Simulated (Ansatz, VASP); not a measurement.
Na: VASP beside Ansatz

File POSCAR:

```
Na
1.0
    4.3063170215      2.4862532916      7.3440023585
   -4.3063170215      2.4862532916      7.3440023585
    0.0000000000     -4.9725065831      7.3440023585
Na
12
Direct
    0.0101900000      0.6536100000      0.0101900000
    0.0101900000      0.0101900000      0.6536100000
    0.6536100000      0.0101900000      0.0101900000
    0.9898100000      0.3463900000      0.9898100000
    0.3463900000      0.9898100000      0.9898100000
    0.9898100000      0.9898100000      0.3463900000
    0.2211800000      0.6306000000      0.2211800000
    0.2211800000      0.2211800000      0.6306000000
    0.6306000000      0.2211800000      0.2211800000
    0.7788200000      0.3694000000      0.7788200000
    0.3694000000      0.7788200000      0.7788200000
    0.7788200000      0.7788200000      0.3694000000
```

File INCAR.step1:

```
  PREC = Accurate
  ENCUT = 520
  ISMEAR = 0
  SIGMA = 0.1
  LREAL = F
  LASPH = T
  NELM = 100
  NBANDS = 54
  GGA = PE
  ALGO = Normal
  EDIFF = 1E-4
  LWAVE = T
  LCHARG = F
```

The input INCAR.step2:

```
  PREC = Accurate
  ENCUT = 520
  EDIFF = 1E-7
  ISMEAR = 0
  SIGMA = 0.1
  LREAL = F
  LASPH = T
  NELM = 100
  ALGO = Normal
  ISIF = 2
  LWAVE = F
  LCHARG = F
  METAGGA = R2SCAN
  LMIXTAU = T
  NBANDS = 54
  ISTART = 1
```

The input KPOINTS:

```
regular mesh
0
Gamma
  3 3 3
```

Input for Ansatz:

```yaml
crystal:
  lattice:
    - [4.3063170215, 2.4862532916, 7.3440023585]
    - [-4.3063170215, 2.4862532916, 7.3440023585]
    - [0.0, -4.9725065831, 7.3440023585]
  atoms:
    - { symbol: Na, position: [0.01019, 0.65361, 0.01019] }
    - { symbol: Na, position: [0.01019, 0.01019, 0.65361] }
    - { symbol: Na, position: [0.65361, 0.01019, 0.01019] }
    - { symbol: Na, position: [0.98981, 0.34639, 0.98981] }
    - { symbol: Na, position: [0.34639, 0.98981, 0.98981] }
    - { symbol: Na, position: [0.98981, 0.98981, 0.34639] }
    - { symbol: Na, position: [0.22118, 0.6306, 0.22118] }
    - { symbol: Na, position: [0.22118, 0.22118, 0.6306] }
    - { symbol: Na, position: [0.6306, 0.22118, 0.22118] }
    - { symbol: Na, position: [0.77882, 0.3694, 0.77882] }
    - { symbol: Na, position: [0.3694, 0.77882, 0.77882] }
    - { symbol: Na, position: [0.77882, 0.77882, 0.3694] }
basis:
  ecutwfc: 500
kpoints:
  mp_grid: { grid: [3, 3, 3] }
hamiltonian:
  xc: r2scan
scf:
  occupations: { method: gaussian, width: 0.1 }
  lower_state_search: "off"
output:
  forces: true
  stress: true
  eigenvalues: true
```

Alike in both runs: task single point; functional r2SCAN; k mesh 3 × 3 × 3; occupations gaussian, width 0.1 eV; no spin polarisation.

|  | VASP | Ansatz |
| --- | --- | --- |
| version | VASP 6.6.1 | Ansatz 0.2.0 |
| potentials or method | VASP PAW PBE potentials, release 64 (Na_pv), cutoff 520 eV | scalar-relativistic, plane waves, PAW |
| valence electrons in the cell | 84 | 108 |

|  | VASP | Ansatz | Ansatz less VASP |
| --- | --- | --- | --- |
| gap on the k mesh at the Fermi level (eV) | none | none | - |
| pressure (GPa) | 2.3 | 2.3 | -0.01 |
| traceless stress, the component that is largest in VASP (GPa) | 0.17 | 0.18 | +0.014 |
| rms of the force components (eV/Å) | 0.305 | 0.297 | -0.0085 |

VASP's potentials were made for PBE, not for r2SCAN. Atom by atom the forces differ by 0.014 eV/Å (rms over components). A gap of «none» marks a metal or a gap that the smearing closes. VASP's potentials hold 84 valence electrons a cell and Ansatz's 108, so a difference there can come from the potentials and not from the codes.
